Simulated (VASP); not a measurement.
# Sc2GaS (P-4m2) in VASP: notebook

Runs on Sc2GaS. Level: PBE. Tasks: single point, relaxation of cell and atoms.

Program: VASP 6.6.1. These are calculated values, not measurements. Logs are shortened: lines on timing, memory, paths and dates and some standing lists are left out, and cuts for length are marked.

## Step 1: The cell of the first run

The structure is tetragonal, space group P-4m2 (No. 115). The conventional cell has a = 3.847 Å, b = 3.847 Å, c = 5.564 Å, α = 90.00°, β = 90.00°, γ = 90.00°. Sc (site symmetry 2mm) has 2 Ga at 2.29 Å and 2 S at 2.46 Å within 3.0 Å. Ga (site symmetry -4m2) has 4 Sc at 2.29 Å within 3.0 Å. S (site symmetry -4m2) has 4 Sc at 2.46 Å within 3.3 Å.

The cell was generated, and may not be a known phase.

## Step 2: Single point, PBE

The input, INCAR:

```
  PREC = Accurate
  ENCUT = 520
  EDIFF = 1E-6
  ISMEAR = 0
  SIGMA = 0.1
  LREAL = False
  LASPH = True
  NELM = 80
  ALGO = Normal
  ISIF = 2
  LWAVE = False
  LCHARG = False
  GGA = PE
  NBANDS = 28
```

The input, KPOINTS:

```
Automatic mesh
0
Gamma
  4 4 4
```

The input, POSCAR:

```
Sc2GaS
1.0
    3.8469657400      0.0000000000      0.0000000000
    0.0000000000      3.8469657400      0.0000000000
    0.0000000000      0.0000000000      5.5638024200
Sc Ga S
2 1 1
Direct
    0.5000000000      0.0000000000      0.2764209500
    0.0000000000      0.5000000000      0.7235790500
    0.0000000000      0.0000000000      0.5000000000
    0.5000000000      0.5000000000      0.0000000000
```

Potentials or basis: VASP PAW PBE potentials, release 64 (Sc_sv, Ga_d, S).

The run is started by

```
$ cat potpaw_PBE.64/Sc_sv/POTCAR potpaw_PBE.64/Ga_d/POTCAR potpaw_PBE.64/S/POTCAR > POTCAR
$ mpirun -np 1 vasp_std > vasp.out
```

OUTCAR:

```text
PREC = Accurate
   ENCUT = 520
   EDIFF = 1E-6
   ISMEAR = 0
   LREAL = False
   LASPH = True
   NELM = 80
   ISIF = 2
   GGA = PE

 ion  position               nearest neighbor table
   1  0.500  0.000  0.276-   3 2.29   3 2.29   4 2.46   4 2.46
   2  0.000  0.500  0.724-   3 2.29   3 2.29   4 2.46   4 2.46
   3  0.000  0.000  0.500-   1 2.29   2 2.29   2 2.29   1 2.29
   4  0.500  0.500  0.000-   1 2.46   2 2.46   1 2.46   2 2.46

  LATTYP: Found a simple tetragonal cell.
 ALAT       =     3.8469657400
 C/A-ratio  =     1.4462833298

  Lattice vectors:

 A1 = (   3.8469657400,   0.0000000000,   0.0000000000)
 A2 = (   0.0000000000,   3.8469657400,   0.0000000000)
 A3 = (   0.0000000000,   0.0000000000,   5.5638024200)

Analysis of symmetry for initial positions (statically):
=====================================================================
 Subroutine PRICEL returns:
 Original cell was already a primitive cell.

 Routine SETGRP: Setting up the symmetry group for a
 simple tetragonal supercell.

 Subroutine GETGRP returns: Found  8 space group operations
 (whereof  8 operations were pure point group operations)
 out of a pool of 16 trial point group operations.

The static configuration has the point symmetry D_2d.

Analysis of symmetry for dynamics (positions and initial velocities):
=====================================================================
 Subroutine PRICEL returns:
 Original cell was already a primitive cell.

 Routine SETGRP: Setting up the symmetry group for a
 simple tetragonal supercell.

 Subroutine GETGRP returns: Found  8 space group operations
 (whereof  8 operations were pure point group operations)
 out of a pool of 16 trial point group operations.

The dynamic configuration has the point symmetry D_2d.

 Subroutine INISYM returns: Found  8 space group operations
 (whereof  8 operations are pure point group operations),
 and found     1 'primitive' translations

----------------------------------------------------------------------------------------

                                     Primitive cell

  volume of cell :      82.3395

  direct lattice vectors                    reciprocal lattice vectors
     3.846965740  0.000000000  0.000000000     0.259945128  0.000000000  0.000000000
     0.000000000  3.846965740  0.000000000     0.000000000  0.259945128  0.000000000
     0.000000000  0.000000000  5.563802420     0.000000000  0.000000000  0.179733198

  length of vectors
     3.846965740  3.846965740  5.563802420     0.259945128  0.259945128  0.179733198

  position of ions in fractional coordinates (direct lattice)
     0.500000000  0.000000000  0.276420950
     0.000000000  0.500000000  0.723579050
     0.000000000  0.000000000  0.500000000
     0.500000000  0.500000000  0.000000000

  ion indices of the primitive-cell ions
   primitive index   ion index
                 1           1
                 2           2
                 3           3
                 4           4

----------------------------------------------------------------------------------------

 KPOINTS: Automatic mesh

Automatic generation of k-mesh.
 Grid dimensions read from file:
 generate k-points for:    4    4    4

 Generating k-lattice:

  Cartesian coordinates                     Fractional coordinates (reciprocal lattice)
     0.064986282  0.000000000  0.000000000     0.250000000  0.000000000  0.000000000
     0.000000000  0.064986282  0.000000000     0.000000000  0.250000000  0.000000000
     0.000000000  0.000000000  0.044933299     0.000000000  0.000000000  0.250000000

  Length of vectors
     0.064986282  0.064986282  0.044933299

  Shift w.r.t. Gamma in fractional coordinates (k-lattice)
     0.000000000  0.000000000  0.000000000

 Subroutine IBZKPT returns following result:
 ===========================================

 Found     18 irreducible k-points:

 Following reciprocal coordinates:
            Coordinates               Weight
  0.000000  0.000000  0.000000      1.000000
  0.250000  0.000000  0.000000      4.000000
  0.500000  0.000000  0.000000      2.000000
  0.250000  0.250000  0.000000      4.000000
  0.500000  0.250000  0.000000      4.000000
  0.500000  0.500000  0.000000      1.000000
[... 10 lines left out ...]
  0.500000  0.250000  0.500000      4.000000
  0.500000  0.500000  0.500000      1.000000
   k-points           NKPTS =     18   k-points in BZ     NKDIM =     18   number of bands    NBANDS=     28
   number of dos      NEDOS =    301   number of ions     NIONS =      4
   total plane-waves  NPLWV =  37800
   dimension x,y,z NGX =    30 NGY =   30 NGZ =   42
   dimension x,y,z NGXF=    60 NGYF=   60 NGZF=   84
   ions per type =               2   1   1
   NGX,Y,Z   is equivalent  to a cutoff of  12.96, 12.96, 12.55 a.u.
   NGXF,Y,Z  is equivalent  to a cutoff of  25.93, 25.93, 25.10 a.u.
 SYSTEM =  unknown system
   PREC   = accura    normal or accurate (medium, high low for compatibility)
[... 27 lines left out ...]
     AMIX     =   0.40;   BMIX     =  1.00
     AMIX_MAG =   1.60;   BMIX_MAG =  1.00
  volume/ion in A,a.u.               =      20.58       138.91
  Fermi-wavevector in a.u.,A,eV,Ry     =   1.297578  2.452066 22.908233  1.683708
  Thomas-Fermi vector in A             =   2.428961
   LORBIT       =      0    0 simple, 1 ext, 2 COOP (PROOUT), +10 PAW based schemes
   GGA     = PE    functional components
   LHFCALC =     F    Hartree Fock is set to
   AEXX    =    0.0000 exact exchange contribution
   IVDW    =     0    specifies the selected vdW correction
   LEPSILON=     F    determine dielectric tensor
   LRPA    =     F    only Hartree local field effects (RPA)
 non-spin polarized calculation
 Gauss-broadening in eV      SIGMA  =   0.10
  energy-cutoff  :      520.00
  volume of cell :       82.34
 maximum number of plane-waves:      2244
 NGX is ok and might be reduce to    30
   NGX = 15   NGY = 15   NGZ = 21

 number of electron      41.0000001 magnetization

 Free energy of the ion-electron system (eV)
  ---------------------------------------------------
  ext. energy  EPLUGINS =         0.00000000
  ---------------------------------------------------
  free energy    TOTEN  =       -19.56483134 eV

  energy without entropy =      -19.54246421  energy(sigma->0) =      -19.55364777

 E-fermi :   4.4737     XC(G=0): -10.0536

 val. band max:        4.4523639981   @ k =   0.5000   0.2500   0.2500
 cond. band min:       4.4817271850   @ k =   0.0000   0.0000   0.0000
 fundamental gap:      0.0293631869
 Fermi energy:         4.4736754295

 k-point     1 :       0.0000    0.0000    0.0000
  band No.  band energies     occupation
      1     -44.6124      2.00000
      2     -44.5984      2.00000
      3     -23.4106      2.00000
      4     -23.3777      2.00000
      5     -23.3777      2.00000
      6     -23.3043      2.00000
[... 20 lines left out ...]
     27       7.4242      0.00000
     28       7.4242      0.00000

 k-point     2 :       0.2500    0.0000    0.0000
  band No.  band energies     occupation
      1     -44.6087      2.00000
      2     -44.5988      2.00000
      3     -23.4135      2.00000
      4     -23.3802      2.00000
      5     -23.3738      2.00000
      6     -23.3262      2.00000
[... 20 lines left out ...]
     27       8.0624      0.00000
     28       8.3061      0.00000

 k-point     3 :       0.5000    0.0000    0.0000
  band No.  band energies     occupation
      1     -44.6024      2.00000
      2     -44.6018      2.00000
      3     -23.4350      2.00000
      4     -23.3698      2.00000
      5     -23.3601      2.00000
      6     -23.3411      2.00000
[... 20 lines left out ...]
     27       7.7689      0.00000
     28       8.6387      0.00000

 k-point     4 :       0.2500    0.2500    0.0000
  band No.  band energies     occupation
      1     -44.6057      2.00000
      2     -44.5986      2.00000
      3     -23.4235      2.00000
      4     -23.3827      2.00000
      5     -23.3670      2.00000
      6     -23.3416      2.00000
[... 392 lines left out ...]
     27       7.9776      0.00000
     28       8.5993      0.00000

 k-point    17 :       0.5000    0.2500    0.5000
  band No.  band energies     occupation
      1     -44.6007      2.00000
      2     -44.6003      2.00000
      3     -23.4436      2.00000
      4     -23.3882      2.00000
      5     -23.3804      2.00000
      6     -23.3306      2.00000
[... 20 lines left out ...]
     27       7.3634      0.00000
     28       8.3031      0.00000

 k-point    18 :       0.5000    0.5000    0.5000
  band No.  band energies     occupation
      1     -44.5989      2.00000
      2     -44.5989      2.00000
      3     -23.4504      2.00000
      4     -23.3955      2.00000
      5     -23.3565      2.00000
      6     -23.3468      2.00000
[... 20 lines left out ...]
     27       7.4641      0.00000
     28       7.7693      0.00000

------------------------ aborting loop because EDIFF is reached ----------------------------------------

  FORCE on cell =-STRESS in cart. coord.  units (eV):
  Direction    XX          YY          ZZ          XY          YZ          ZX
  --------------------------------------------------------------------------------------
  -------------------------------------------------------------------------------------
  Total       12.0309061     12.0309061     13.0290586      0.0000000      0.0000000      0.0000000
  in kB      234.0995525    234.0995525    253.5217838      0.0000000      0.0000000      0.0000000
  external PRESSURE =     240.5736296 kB  Pullay stress =       0.0000000 kB

 VOLUME and BASIS-vectors are now :
 -----------------------------------------------------------------------------
  energy-cutoff  :      520.00
  volume of cell :       82.34
      direct lattice vectors                 reciprocal lattice vectors
     3.846965740  0.000000000  0.000000000     0.259945128  0.000000000  0.000000000
     0.000000000  3.846965740  0.000000000     0.000000000  0.259945128  0.000000000
     0.000000000  0.000000000  5.563802420     0.000000000  0.000000000  0.179733198

 POSITION                                       TOTAL-FORCE (eV/Angst)
 -----------------------------------------------------------------------------------
      1.92348      0.00000      1.53795         0.000000     -0.000000     -3.306777
      0.00000      1.92348      4.02585        -0.000000      0.000000      3.306777
      0.00000      0.00000      2.78190        -0.000000      0.000000      0.000000
      1.92348      1.92348      0.00000        -0.000000      0.000000      0.000000
 -----------------------------------------------------------------------------------
    total drift:                               -0.000000      0.000000     -0.000000

  FREE ENERGIE OF THE ION-ELECTRON SYSTEM (eV)
  ---------------------------------------------------
  free  energy   TOTEN  =       -19.5648313374 eV

  energy  without entropy=      -19.5424642123  energy(sigma->0) =      -19.55364777
```

Run time: 21 s. Hardware: 1 thread of Oxide Virtual Turin-like, shared host; peak memory 0.17 GiB.

What came out:

| Item | Value |
| --- | --- |
| Free energy | -19.5648 eV |
| Pressure | 24.1 GPa |
| Largest force | 3.307 eV/Å |
| Band gap on the k mesh | zero (an odd number of electrons rules out a gap without spin polarisation) |

Forces on the atoms (eV/Å):
```
Sc   0.000  0.000 -3.307
Sc   0.000  0.000  3.307
Ga   0.000  0.000  0.000
S    0.000  0.000  0.000
```

Levels at points of the mesh, in eV from the Fermi level:
| k point | band 16 | band 17 | band 18 | band 19 | band 20 | band 21 | band 22 | band 23 | band 24 | band 25 |
| --- | --- | --- | --- | --- | --- | --- | --- | --- | --- | --- |
| (0.00, 0.00, 0.00) | -4.49 | -3.11 | -3.11 | -1.45 | 0.01 | 0.35 | 0.35 | 2.17 | 2.19 | 2.61 |
| (0.50, 0.00, 0.00) | -4.07 | -3.86 | -2.94 | -2.02 | -0.65 | 0.09 | 1.49 | 1.94 | 2.04 | 2.04 |
| (0.50, 0.50, 0.00) | -4.39 | -4.39 | -3.29 | -0.60 | -0.60 | 0.19 | 0.32 | 2.01 | 2.86 | 2.91 |
| (0.00, 0.00, 0.50) | -3.89 | -3.11 | -3.11 | -2.12 | 0.08 | 0.08 | 0.69 | 1.26 | 2.45 | 2.57 |
| (0.50, 0.00, 0.50) | -4.46 | -4.18 | -3.02 | -1.39 | -0.61 | -0.18 | 1.78 | 2.21 | 2.45 | 2.68 |
| (0.50, 0.50, 0.50) | -4.04 | -4.04 | -3.30 | -1.41 | -1.41 | 0.03 | 0.19 | 2.15 | 2.38 | 2.38 |

Caveat: the k points lie up to 0.41 Å⁻¹ apart, too coarse for converged energies and pressures of a metal; forces of over 1 eV/Å act on the atoms, so gaps and moduli don't describe the material at rest.

## Step 3: Single point, PBE

This run uses another cell than the first one, of 25.69 Å³/atom.

The input, INCAR:

```
SYSTEM = Sc2GaS
  PREC = Accurate
  ENCUT = 520
  EDIFF = 1E-7
  ISMEAR = 0
  SIGMA = 0.1
  LREAL = .False.
  LASPH = .True.
  NELM = 100
  ALGO = Fast
  ISIF = 2
  LWAVE = .False.
  LCHARG = .False.
  GGA = PE
  NBANDS = 28
```

The input, KPOINTS:

```
regular mesh
0
Gamma
  4 4 4
  0 0 0
```

The input, POSCAR:

```
Sc2GaS
1.0
    3.7992482246      0.0000000000      0.0000000000
    0.0000000000      3.7992482246      0.0000000000
    0.0000000000      0.0000000000      7.1182421733
Sc Ga S
2 1 1
Direct
    0.5000000000      0.0000000000      0.2292646464
    0.0000000000      0.5000000000      0.7707353536
    0.0000000000      0.0000000000      0.5000000000
    0.5000000000      0.5000000000      0.0000000000
```

Potentials or basis: VASP PAW PBE potentials, release 64 (Sc_sv, Ga_d, S).

The run is started by

```
$ cat potpaw_PBE.64/Sc_sv/POTCAR potpaw_PBE.64/Ga_d/POTCAR potpaw_PBE.64/S/POTCAR > POTCAR
$ mpirun -np 1 vasp_std > vasp.out
```

It took 44 s on 1 thread of Oxide Virtual Turin-like, shared host; peak memory 0.19 GiB.

It converged, with:

```
Free energy            : -22.0249 eV
Pressure               : 0.2 GPa
Largest force          : 0.029 eV/Å
Band gap on the k mesh : zero (an odd number of electrons rules out a gap without spin polarisation)
```

Forces in eV/Å, atoms in the order of the input:
```
Sc   0.000  0.000  0.029
Sc   0.000  0.000 -0.029
Ga   0.000  0.000  0.000
S    0.000  0.000  0.000
```

Levels at points of the mesh, in eV from the Fermi level:
| k point | band 16 | band 17 | band 18 | band 19 | band 20 | band 21 | band 22 | band 23 | band 24 | band 25 |
| --- | --- | --- | --- | --- | --- | --- | --- | --- | --- | --- |
| (0.00, 0.00, 0.00) | -5.34 | -3.75 | -3.75 | -1.65 | -0.51 | 0.22 | 0.95 | 0.95 | 1.04 | 1.79 |
| (0.50, 0.00, 0.00) | -4.98 | -4.73 | -3.58 | -2.19 | -1.19 | 0.89 | 0.93 | 1.12 | 1.19 | 1.23 |
| (0.50, 0.50, 0.00) | -4.91 | -4.66 | -4.24 | -0.75 | -0.75 | -0.19 | -0.17 | 0.46 | 0.88 | 0.88 |
| (0.00, 0.00, 0.50) | -4.82 | -3.75 | -3.75 | -2.29 | -0.22 | -0.04 | 0.63 | 0.63 | 1.80 | 2.00 |
| (0.50, 0.00, 0.50) | -5.18 | -4.78 | -3.59 | -2.01 | -1.06 | 0.56 | 0.84 | 1.04 | 1.29 | 1.59 |
| (0.50, 0.50, 0.50) | -4.85 | -4.66 | -4.24 | -1.21 | -1.21 | -0.49 | 0.24 | 0.40 | 1.28 | 1.28 |

Caveat: the k points lie up to 0.41 Å⁻¹ apart, too coarse for converged energies and pressures of a metal.

## Step 4: Relaxation of cell and atoms, PBE

The input, INCAR:

```
SYSTEM = Sc2GaS
PREC = Accurate
ENCUT = 600
EDIFF = 1E-7
ISMEAR = 0
SIGMA = 0.1
LREAL = .FALSE.
LASPH = .TRUE.
NELM = 100
ALGO = Normal
ISIF = 3
LWAVE = .FALSE.
LCHARG = .FALSE.
GGA = PE
IBRION = 2
NSW = 90
EDIFFG = -0.04
```

The input, KPOINTS:

```
regular mesh
0
G
  4 4 4
  0 0 0
```

The input, POSCAR:

```
Sc2GaS
1.0
    3.8469657400      0.0000000000      0.0000000000
    0.0000000000      3.8469657400      0.0000000000
    0.0000000000      0.0000000000      5.5638024200
Sc Ga S
2 1 1
Direct
    0.5000000000      0.0000000000      0.2764209500
    0.0000000000      0.5000000000      0.7235790500
    0.0000000000      0.0000000000      0.5000000000
    0.5000000000      0.5000000000      0.0000000000
```

The run is started by

```
$ cat potpaw_PBE.64/Sc_sv/POTCAR potpaw_PBE.64/Ga_d/POTCAR potpaw_PBE.64/S/POTCAR > POTCAR
$ mpirun -np 1 vasp_std > vasp.out
```

Wall time 7.2 min (1 thread of Oxide Virtual Turin-like, shared host); peak memory 0.22 GiB.

The run converged. Its results:

| Item | Value |
| --- | --- |
| Free energy | -22.0159 eV |
| Relaxed volume | 25.67 Å³/atom |
| Relaxed cell | a = 3.789 Å, b = 3.789 Å, c = 7.153 Å, α = 90.00°, β = 90.00°, γ = 90.00° |
| Space group after relaxing (to 0.1 Å) | P-4m2 (No. 115) |
| Energy gained by relaxing | 612.6 meV/atom |
| Ionic steps | 18 |
| Pressure after relaxing | 0.0 GPa |
| Largest force after relaxing | 0.032 eV/Å |
| Band gap on the k mesh | zero (an odd number of electrons rules out a gap without spin polarisation) |

Forces in eV/Å, atoms in the order of the input:
```
Sc   0.000  0.000 -0.032
Sc   0.000  0.000  0.032
Ga   0.000  0.000  0.000
S    0.000  0.000  0.000
```

Stress tensor (GPa, compression positive):
```
 0.11  0.00  0.00
 0.00  0.11  0.00
 0.00  0.00 -0.13
```

Step by step:
```csv
step,energy change (eV),largest force (eV/Å),pressure (GPa),volume (Å³)
1,0.0000,3.3067,24.08,82.34
2,-1.8369,0.7424,-5.46,124.98
3,-2.0593,1.1694,-1.27,111.06
4,-2.2010,0.8423,-0.70,109.05
5,-2.3299,0.2364,1.86,103.72
6,-2.3398,0.0650,1.05,105.00
7,-2.3402,0.0147,1.18,104.78
8,-2.3617,0.1272,-0.47,108.05
9,-2.3617,0.1259,-0.45,108.02
10,-2.3766,0.1605,-0.39,107.55
11,-2.4172,0.2399,-0.18,105.93
12,-2.4306,0.3163,0.17,101.81
13,-2.4386,0.3045,0.05,103.28
14,-2.4449,0.0737,-0.49,103.00
15,-2.4475,0.0615,-0.32,103.10
16,-2.4444,0.0088,1.02,100.80
17,-2.4492,0.0382,0.17,102.24
18,-2.4506,0.0325,0.03,102.69
```

Final structure:
```yaml
crystal:
  lattice:
    - [3.78892, 0.00000, 0.00000]
    - [0.00000, 3.78892, 0.00000]
    - [0.00000, 0.00000, 7.15304]
  atoms:
    - { symbol: Sc, position: [0.50000, 0.00000, 0.23035] }
    - { symbol: Sc, position: [0.00000, 0.50000, 0.76965] }
    - { symbol: Ga, position: [0.00000, 0.00000, 0.50000] }
    - { symbol: S, position: [0.50000, 0.50000, 0.00000] }
```

Levels at points of the mesh, in eV from the Fermi level:
```tsv
k point	band 16	band 17	band 18	band 19	band 20	band 21	band 22	band 23	band 24
(0.00, 0.00, 0.00)	-5.34	-3.71	-3.71	-1.67	-0.51	0.18	0.95	0.95	1.02
(0.50, 0.00, 0.00)	-4.99	-4.73	-3.54	-2.20	-1.20	0.89	0.89	1.12	1.18
(0.50, 0.50, 0.00)	-4.90	-4.65	-4.25	-0.77	-0.77	-0.19	-0.17	0.46	0.85
(0.00, 0.00, 0.50)	-4.82	-3.71	-3.71	-2.30	-0.24	-0.06	0.63	0.63	1.80
(0.50, 0.00, 0.50)	-5.18	-4.78	-3.54	-2.04	-1.08	0.57	0.81	1.02	1.28
(0.50, 0.50, 0.50)	-4.84	-4.65	-4.25	-1.23	-1.23	-0.49	0.26	0.40	1.28
```

Caveat: the k points lie up to 0.41 Å⁻¹ apart in the final cell, too coarse for converged energies and pressures of a metal; the volume moved by over 15 % at a fixed basis, so the end points are rough.

## Step 5: The runs side by side

| task | cell | cutoff (eV) | gap on the mesh (eV) | pressure (GPa) | largest force (eV/Å) |
| --- | --- | --- | --- | --- | --- |
| single point | a = 3.847, b = 3.847, c = 5.564 Å, 4 atoms, atomic positions A | 520 | none | 24.1 | 3.31 |
| single point | a = 3.799, b = 3.799, c = 7.118 Å, 4 atoms, atomic positions B | 520 | none | 0.2 | 0.03 |
| relaxation of cell and atoms | relaxed from a = 3.847, b = 3.847, c = 5.564 Å, 4 atoms, atomic positions A | 600 | none | 0.0 | 0.03 |

Alike in all rows: level PBE; potentials or basis VASP PAW PBE potentials, release 64 (Sc_sv, Ga_d, S); no spin polarisation; k mesh 4 × 4 × 4; smearing gaussian 0.1 eV.

Caveats: all runs use coarse meshes; forces of over 1 eV/Å act on the atoms, so gaps and moduli don't describe the material at rest (at least some runs); the volume moved by over 15 % at a fixed basis, so the end points are rough (at least some runs).

Total energies depend on the potentials used, so only differences within one code and one set of settings carry meaning.

The gap in the log of VASP goes by the Fermi energy; the results here count the filled bands.